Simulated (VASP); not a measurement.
# BiTe (R-3m) in VASP: notebook

Runs on BiTe. Level: PBE. Tasks: relaxation of shape and atoms at fixed volume.

Everything below comes from runs of VASP 6.6.1. Logs are shortened: lines on timing, memory, paths and dates and some standing lists are left out, and cuts for length are marked.

## (1) The cell of the first run

Symmetry: R-3m, No. 166, trigonal system. Conventional cell: a = 4.796 Å, b = 4.796 Å, c = 9.840 Å, α = 90.00°, β = 90.00°, γ = 120.00°. Bi (site symmetry -3m) has 6 Te at 3.22 Å and 6 Bi at 4.29 Å within 4.3 Å. Te (site symmetry -3m) has 6 Bi at 3.22 Å and 6 Te at 4.29 Å within 4.3 Å.

## (2) Relaxation of shape and atoms at fixed volume, PBE (32.66 Å³/atom)

File INCAR:

```
SYSTEM = BiTe
PREC = Accurate
ENCUT = 600
EDIFF = 1E-7
ISMEAR = 0
SIGMA = 0.1
LREAL = .FALSE.
LASPH = .TRUE.
NELM = 100
ALGO = Normal
ISIF = 4
LWAVE = .FALSE.
LCHARG = .FALSE.
GGA = PE
IBRION = 2
NSW = 50
EDIFFG = -0.01
```

File KPOINTS:

```
Automatic mesh
0
G
  12 12 12
  0 0 0
```

File POSCAR:

```
BiTe
1.0
    2.3978255400      1.3843852210      3.2798744068
   -2.3978255400      1.3843852210      3.2798744068
    0.0000000000     -2.7687704420      3.2798744068
Bi Te
1 1
Direct
    0.5000000000      0.5000000000      0.5000000000
    0.0000000000      0.0000000000      0.0000000000
```

Potentials or basis: VASP PAW PBE potentials, release 64 (Bi_d, Te).

Run with:

```bash
cat potpaw_PBE.64/Bi_d/POTCAR potpaw_PBE.64/Te/POTCAR > POTCAR
mpirun -np 1 vasp_std > vasp.out
```

OUTCAR:

```text
SYSTEM = BiTe
   PREC = Accurate
   ENCUT = 600
   EDIFF = 1E-7
   ISMEAR = 0
   LREAL = .FALSE.
   LASPH = .TRUE.
   NELM = 100
   ISIF = 4
   GGA = PE
   IBRION = 2
   NSW = 50
   EDIFFG = -0.01

 ion  position               nearest neighbor table
   1  0.500  0.500  0.500-   2 3.22   2 3.22   2 3.22   2 3.22   2 3.22   2 3.22
   2  0.000  0.000  0.000-   1 3.22   1 3.22   1 3.22   1 3.22   1 3.22   1 3.22

  LATTYP: Found a trigonal (rhomboedric) cell.
 ALAT       =     4.2922798004
 COS(alpha) =     0.3758498058

  Lattice vectors:

 A1 = (   2.3978255400,   1.3843852210,   3.2798744068)
 A2 = (  -2.3978255400,   1.3843852210,   3.2798744068)
 A3 = (   0.0000000000,  -2.7687704420,   3.2798744068)

Analysis of symmetry for initial positions (statically):
=====================================================================
 Subroutine PRICEL returns:
 Original cell was already a primitive cell.

 Routine SETGRP: Setting up the symmetry group for a
 trigonal (rhombohedral) supercell.

 Subroutine GETGRP returns: Found 12 space group operations
 (whereof 12 operations were pure point group operations)
 out of a pool of 12 trial point group operations.

The static configuration has the point symmetry D_3d.

Analysis of symmetry for dynamics (positions and initial velocities):
=====================================================================
 Subroutine PRICEL returns:
 Original cell was already a primitive cell.

 Routine SETGRP: Setting up the symmetry group for a
 trigonal (rhombohedral) supercell.

 Subroutine GETGRP returns: Found 12 space group operations
 (whereof 12 operations were pure point group operations)
 out of a pool of 12 trial point group operations.

The dynamic configuration has the point symmetry D_3d.

 Subroutine INISYM returns: Found 12 space group operations
 (whereof 12 operations are pure point group operations),
 and found     1 'primitive' translations

----------------------------------------------------------------------------------------

                                     Primitive cell

  volume of cell :      65.3255

  direct lattice vectors                    reciprocal lattice vectors
     2.397825540  1.384385221  3.279874407     0.208522260  0.120390383  0.101629908
    -2.397825540  1.384385221  3.279874407    -0.208522260  0.120390383  0.101629908
     0.000000000 -2.768770442  3.279874407     0.000000000 -0.240780766  0.101629908

[... 99 lines left out ...]
   EFERMI_NEDOS =   21; number of points for ismear=-14 and -15
   IALGO  =     38    algorithm
   IMIX   =      4    mixing-type and parameters
     AMIX     =   0.40;   BMIX     =  1.00
     AMIX_MAG =   1.60;   BMIX_MAG =  1.00
  volume/ion in A,a.u.               =      32.66       220.42
  Fermi-wavevector in a.u.,A,eV,Ry     =   1.121468  2.119267 17.111921  1.257691
  Thomas-Fermi vector in A             =   2.258122
   LORBIT       =      0    0 simple, 1 ext, 2 COOP (PROOUT), +10 PAW based schemes
   GGA     = PE    functional components
   LHFCALC =     F    Hartree Fock is set to
   AEXX    =    0.0000 exact exchange contribution
   IVDW    =     0    specifies the selected vdW correction
   LEPSILON=     F    determine dielectric tensor
   LRPA    =     F    only Hartree local field effects (RPA)
 conjugate gradient relaxation of ions
 non-spin polarized calculation
 Gauss-broadening in eV      SIGMA  =   0.10
  energy-cutoff  :      600.00
  volume of cell :       65.33
 maximum number of plane-waves:      2210
 NGX is ok and might be reduce to    36
   NGX = 17   NGY = 17   NGZ = 17

--------------------------------------- Ionic step        1  -------------------------------------------

 number of electron      21.0000000 magnetization

 Free energy of the ion-electron system (eV)
  ---------------------------------------------------
  ext. energy  EPLUGINS =         0.00000000
  ---------------------------------------------------
  free energy    TOTEN  =        -7.17499967 eV

  energy without entropy =       -7.16890467  energy(sigma->0) =       -7.17195217

------------------------ aborting loop because EDIFF is reached ----------------------------------------

  FORCE on cell =-STRESS in cart. coord.  units (eV):
  Direction    XX          YY          ZZ          XY          YZ          ZX
  --------------------------------------------------------------------------------------
  -------------------------------------------------------------------------------------
  Total        0.7119917      0.7119917      0.4999001     -0.0000000      0.0000000      0.0000000
  in kB       17.4623420     17.4623420     12.2605733     -0.0000000      0.0000000      0.0000000
  external PRESSURE =      15.7284191 kB  Pullay stress =       0.0000000 kB
[... 59 lines left out ...]
--------------------------------------- Ionic step        3  -------------------------------------------

 number of electron      21.0000003 magnetization

 Free energy of the ion-electron system (eV)
  ---------------------------------------------------
  ext. energy  EPLUGINS =         0.00000000
  ---------------------------------------------------
  free energy    TOTEN  =        -7.17652616 eV

  energy without entropy =       -7.17062542  energy(sigma->0) =       -7.17357579

 E-fermi :   7.0577     XC(G=0):  -9.6266

 val. band max:        7.0567795488   @ k =   0.4167   0.1667   0.0833
 cond. band min:       7.0697829319   @ k =  -0.2500   0.0833   0.0000
 fundamental gap:      0.0130033831
 Fermi energy:         7.0576503572

 k-point     1 :       0.0000    0.0000    0.0000
  band No.  band energies     occupation
      1     -16.1913      2.00000
      2     -16.1913      2.00000
      3     -16.1800      2.00000
      4     -16.1800      2.00000
      5     -16.1627      2.00000
      6      -6.6310      2.00000
      7      -1.1428      2.00000
      8       4.0232      2.00000
      9       4.0232      2.00000
     10       5.4842      2.00000
     11       8.9918      0.00000
     12       9.7129      0.00000
     13       9.7129      0.00000
     14      11.0033      0.00000
[... 377 lines left out ...]
      1     -16.1927      2.00000
      2     -16.1910      2.00000
      3     -16.1828      2.00000
      4     -16.1714      2.00000
      5     -16.1587      2.00000
      6      -4.6519      2.00000
      7      -4.1640      2.00000
      8       3.0949      2.00000
      9       4.7193      2.00000
     10       5.2822      2.00000
     11       7.0430      1.16366
     12       8.1176      0.00000
     13       8.9135      0.00000
     14      12.2965      0.00000

 [... further k-points ...]
[... 5 lines left out ...]
  --------------------------------------------------------------------------------------
  -------------------------------------------------------------------------------------
  Total        0.5515355      0.5515355      0.5434541     -0.0000000      0.0000000      0.0000000
  in kB       13.5269873     13.5269873     13.3287822     -0.0000000      0.0000000      0.0000000
  external PRESSURE =      13.4609189 kB  Pullay stress =       0.0000000 kB
[... 17 lines left out ...]
  FREE ENERGIE OF THE ION-ELECTRON SYSTEM (eV)
  ---------------------------------------------------
  free  energy   TOTEN  =        -7.1765261572 eV

  energy  without entropy=       -7.1706254210  energy(sigma->0) =       -7.17357579

 reached required accuracy - stopping structural energy minimisation
```

CONTCAR:

```text
BiTe
   1.00000000000000
     2.4142945374072879    1.3938936010880028    3.2352800065455587
    -2.4142945374072879    1.3938936010880028    3.2352800065455587
     0.0000000000000001   -2.7877872021760055    3.2352800065455587
  Bi              Te
     1     1
Direct
     0.5000000000000000    0.5000000000000000    0.5000000000000000
     0.0000000000000000    0.0000000000000000    0.0000000000000000

  0.00000000E+00  0.00000000E+00  0.00000000E+00
  0.00000000E+00  0.00000000E+00  0.00000000E+00
```

Wall time 2.3 min (1 thread of Intel Xeon 6975P-C (Granite Rapids), shared host); peak memory 0.39 GiB.

Results:

| Quantity | Value |
| --- | --- |
| Free energy | -7.1765 eV |
| Energy gained by relaxing | 0.8 meV/atom |
| Ionic steps | 3 |
| Pressure after relaxing | 1.3 GPa |
| Band gap on the k mesh | zero (an odd number of electrons rules out a gap without spin polarisation) |

Step by step:
```
step  energy change (eV)  largest force (eV/Å)  pressure (GPa)  volume (Å³)
   1              0.0000                0.0000            1.57        65.33
   2             -0.0006                0.0000            1.52        65.33
   3             -0.0015                0.0000            1.35        65.33
```

Final structure:
```
Bi Te
1.0
     2.41429    1.39389    3.23528
    -2.41429    1.39389    3.23528
     0.00000   -2.78779    3.23528
Bi Te
1 1
Direct
  0.50000 0.50000 0.50000
  0.00000 0.00000 0.00000
```

Caveat: spin-orbit coupling is left out, which moves the levels of the heavy elements.

## (3) Relaxation of shape and atoms at fixed volume, PBE (34.68 Å³/atom)

This run uses another cell than the first one, of 34.68 Å³/atom.

File INCAR:

```
PREC     = Accurate       # precision mode
ENCUT    = 600            # plane-wave cutoff, eV
EDIFF    = 1E-6           # SCF threshold, eV
ISMEAR   = 0              # smearing method
SIGMA    = 0.1            # smearing width, eV
LREAL    = F              # projectors in reciprocal space
LASPH    = T              # aspherical terms in the spheres
NELM     = 100            # most SCF steps
ALGO     = Normal         # electronic algorithm
ISIF     = 4              # what is computed and relaxed
LWAVE    = F              # write WAVECAR
LCHARG   = F              # write CHGCAR
GGA      = PE             # functional
IBRION   = 2              # ionic algorithm
NSW      = 50             # ionic steps
EDIFFG   = -0.01          # ionic threshold
```

File KPOINTS:

```
Automatic mesh
0
Gamma
  12 12 12
```

File POSCAR:

```
BiTe
1.0
    2.4462795146      1.4123601363      3.3461523526
   -2.4462795146      1.4123601363      3.3461523526
    0.0000000000     -2.8247202726      3.3461523526
Bi Te
1 1
Direct
    0.5000000000      0.5000000000      0.5000000000
    0.0000000000      0.0000000000      0.0000000000
```

Potentials or basis: VASP PAW PBE potentials, release 64 (Bi_d, Te).

Run with:

```bash
cat potpaw_PBE.64/Bi_d/POTCAR potpaw_PBE.64/Te/POTCAR > POTCAR
mpirun -np 1 vasp_std > vasp.out
```

Wall time 2.2 min (1 thread of Intel Xeon 6975P-C (Granite Rapids), shared host); peak memory 0.4 GiB.

The run converged. Its results:

```
Free energy               : -7.1772 eV
Energy gained by relaxing : 0.5 meV/atom
Ionic steps               : 3
Pressure after relaxing   : -1.2 GPa
Band gap on the k mesh    : zero (an odd number of electrons rules out a gap without spin polarisation)
```

Step by step:
| step | energy change (eV) | largest force (eV/Å) | pressure (GPa) | volume (Å³) |
| --- | --- | --- | --- | --- |
| 1 | 0.0000 | 0.0000 | -1.35 | 69.37 |
| 2 | -0.0004 | 0.0000 | -1.30 | 69.37 |
| 3 | -0.0010 | 0.0000 | -1.20 | 69.37 |

Final structure:
```xyz
2
Lattice="2.4335 1.4050 3.3815 -2.4335 1.4050 3.3815 0.0000 -2.8099 3.3815" Properties=species:S:1:pos:R:3 pbc="T T T"
Bi    0.0000    0.0000    5.0723
Te    0.0000    0.0000    0.0000
```

Levels at points of the mesh, in eV from the Fermi level:
```csv
k point,band 7,band 8,band 9,band 10,band 11,band 12,band 13,band 14
"(0.00, 0.00, 0.00)",-8.36,-2.82,-2.82,-1.64,1.81,2.39,2.39,4.16
"(0.50, 0.00, 0.00)",-11.27,-1.83,-1.80,-1.11,-0.93,-0.59,0.21,6.74
"(0.50, 0.50, 0.00)",-9.98,-5.44,-4.32,-3.28,2.47,3.00,3.47,4.43
"(0.50, 0.50, 0.50)",-10.91,-2.26,-2.26,-2.16,-1.47,-1.16,-1.16,7.82
```

Caveat: spin-orbit coupling is left out, which moves the levels of the heavy elements.

## (4) Relaxation of shape and atoms at fixed volume, PBE (35.69 Å³/atom)

This run uses another cell than the first one, of 35.69 Å³/atom.

File INCAR:

```
SYSTEM = BiTe
PREC     = Accurate       ! precision mode
ENCUT    = 600            ! plane-wave cutoff, eV
EDIFF    = 1E-6           ! SCF threshold, eV
ISMEAR   = 0              ! smearing method
SIGMA    = 0.1            ! smearing width, eV
LREAL    = .False.        ! projectors in reciprocal space
LASPH    = .True.         ! aspherical terms in the spheres
NELM     = 80             ! most SCF steps
ALGO     = Normal         ! electronic algorithm
ISIF     = 4              ! what is computed and relaxed
LWAVE    = .False.        ! write WAVECAR
LCHARG   = .False.        ! write CHGCAR
GGA      = PE             ! functional
IBRION   = 2              ! ionic algorithm
NSW      = 50             ! ionic steps
EDIFFG   = -0.01          ! ionic threshold
```

File KPOINTS:

```
regular mesh
0
Gamma
  12 12 12
  0 0 0
```

File POSCAR:

```
BiTe
1.0
    2.4552364042      1.4175313989      3.4185338038
   -2.4552364042      1.4175313989      3.4185338038
    0.0000000000     -2.8350627978      3.4185338038
Bi Te
1 1
Direct
    0.5000000000      0.5000000000      0.5000000000
    0.0000000000      0.0000000000      0.0000000000
```

Run with:

```bash
cat potpaw_PBE.64/Bi_d/POTCAR potpaw_PBE.64/Te/POTCAR > POTCAR
mpirun -np 1 vasp_std > vasp.out
```

It took 5.2 min on 1 thread of Intel Xeon 6975P-C (Granite Rapids), shared host; peak memory 0.41 GiB.

It converged, with:

| Item | Value |
| --- | --- |
| Free energy | -7.1645 eV |
| Energy gained by relaxing | 4.7 meV/atom |
| Ionic steps | 8 |
| Pressure after relaxing | -1.6 GPa |
| Band gap on the k mesh | zero (an odd number of electrons rules out a gap without spin polarisation) |

The path:
```
step  energy change (eV)  largest force (eV/Å)  pressure (GPa)  volume (Å³)
   1              0.0000                0.0000           -2.33        71.39
   2             -0.0005                0.0000           -2.28        71.39
   3             -0.0014                0.0000           -2.18        71.39
   4             -0.0030                0.0000           -2.00        71.39
   5             -0.0070                0.0000           -1.77        71.39
   6             -0.0084                0.0000           -1.67        71.39
   7             -0.0092                0.0000           -1.66        71.39
   8             -0.0094                0.0000           -1.65        71.39
```

Final structure:
```
CELL_PARAMETERS angstrom
2.33047 1.34550 3.79438
-2.33047 1.34550 3.79438
0.00000 -2.69099 3.79438
ATOMIC_POSITIONS crystal
Bi 0.50000 0.50000 0.50000
Te 0.00000 0.00000 0.00000
```

Levels at points of the mesh, in eV from the Fermi level:
```csv
k point,band 8,band 9,band 10,band 11,band 12,band 13
"(0.00, 0.00, 0.00)",-2.41,-2.41,-2.38,2.04,2.05,2.05
"(0.50, 0.00, 0.00)",-1.80,-1.80,-1.59,-0.78,-0.54,-0.53
"(0.50, 0.50, 0.00)",-5.30,-3.77,-3.75,2.44,3.35,3.36
"(0.50, 0.50, 0.50)",-1.81,-1.81,-1.61,-0.80,-0.55,-0.55
```

Caveat: spin-orbit coupling is left out, which moves the levels of the heavy elements.

## (5) Relaxation of shape and atoms at fixed volume, PBE (35.69 Å³/atom)

This run uses another cell than the first one, of 35.69 Å³/atom.

INCAR: that of step 4 with these lines changed.

```diff
@@ -9,3 +9,3 @@
 NELM     = 80             ! most SCF steps
-ALGO     = Normal         ! electronic algorithm
+ALGO     = Fast           ! electronic algorithm
 ISIF     = 4              ! what is computed and relaxed
```

KPOINTS is that of step 4.

File POSCAR:

```
BiTe
1.0
    2.4552364173      1.4175314065      3.4185337633
   -2.4552364173      1.4175314065      3.4185337633
    0.0000000000     -2.8350628129      3.4185337633
Bi Te
1 1
Direct
    0.5000000000      0.5000000000      0.5000000000
    0.0000000000      0.0000000000      0.0000000000
```

Run with:

```bash
cat potpaw_PBE.64/Bi_d/POTCAR potpaw_PBE.64/Te/POTCAR > POTCAR
mpirun -np 1 vasp_std > vasp.out
```

Wall time 24 min (1 thread of Oxide Virtual Turin-like, shared host); peak memory 0.39 GiB.

It converged, with:

| Quantity | Value |
| --- | --- |
| Free energy | -7.1645 eV |
| Energy gained by relaxing | 4.7 meV/atom |
| Ionic steps | 8 |
| Pressure after relaxing | -1.6 GPa |
| Band gap on the k mesh | zero (an odd number of electrons rules out a gap without spin polarisation) |

Step by step:
| step | energy change (eV) | largest force (eV/Å) | pressure (GPa) | volume (Å³) |
| --- | --- | --- | --- | --- |
| 1 | 0.0000 | 0.0000 | -2.32 | 71.39 |
| 2 | -0.0005 | 0.0000 | -2.27 | 71.39 |
| 3 | -0.0014 | 0.0000 | -2.18 | 71.39 |
| 4 | -0.0030 | 0.0000 | -2.01 | 71.39 |
| 5 | -0.0070 | 0.0000 | -1.77 | 71.39 |
| 6 | -0.0084 | 0.0000 | -1.67 | 71.39 |
| 7 | -0.0092 | 0.0000 | -1.66 | 71.39 |
| 8 | -0.0094 | 0.0000 | -1.64 | 71.39 |

Final structure:
```
Bi Te
1.0
     2.32961    1.34500    3.79718
    -2.32961    1.34500    3.79718
     0.00000   -2.69000    3.79718
Bi Te
1 1
Direct
  0.50000 0.50000 0.50000
  0.00000 0.00000 0.00000
```

Levels at points of the mesh, in eV from the Fermi level:
| k point | band 8 | band 9 | band 10 | band 11 | band 12 | band 13 |
| --- | --- | --- | --- | --- | --- | --- |
| (0.00, 0.00, 0.00) | -2.40 | -2.40 | -2.39 | 2.04 | 2.05 | 2.05 |
| (0.50, 0.00, 0.00) | -1.80 | -1.80 | -1.60 | -0.78 | -0.54 | -0.53 |
| (0.50, 0.50, 0.00) | -5.30 | -3.77 | -3.76 | 2.44 | 3.35 | 3.36 |
| (0.50, 0.50, 0.50) | -1.81 | -1.81 | -1.60 | -0.79 | -0.55 | -0.55 |

Caveat: spin-orbit coupling is left out, which moves the levels of the heavy elements.

## (6) Summary

```tsv
cell	gap on the mesh (eV)	pressure (GPa)
relaxed from a = 4.292 Å, angles 67.9°, 2 atoms	none	1.3
relaxed from a = 4.379 Å, angles 67.9°, 2 atoms	none	-1.2
relaxed from a = 4.441 Å, angles 67.1°, 2 atoms	none	-1.6
```

Alike in all rows: task relaxation of shape and atoms at fixed volume; level PBE; potentials or basis VASP PAW PBE potentials, release 64 (Bi_d, Te); no spin polarisation; k mesh 12 × 12 × 12; cutoff (eV) 600; smearing gaussian 0.1 eV.

Caveats: spin-orbit coupling is left out, which moves the levels of the heavy elements.

Absolute energies hang on the potentials; compare differences alone.

The gap in the log of VASP goes by the Fermi energy; the results here count the filled bands.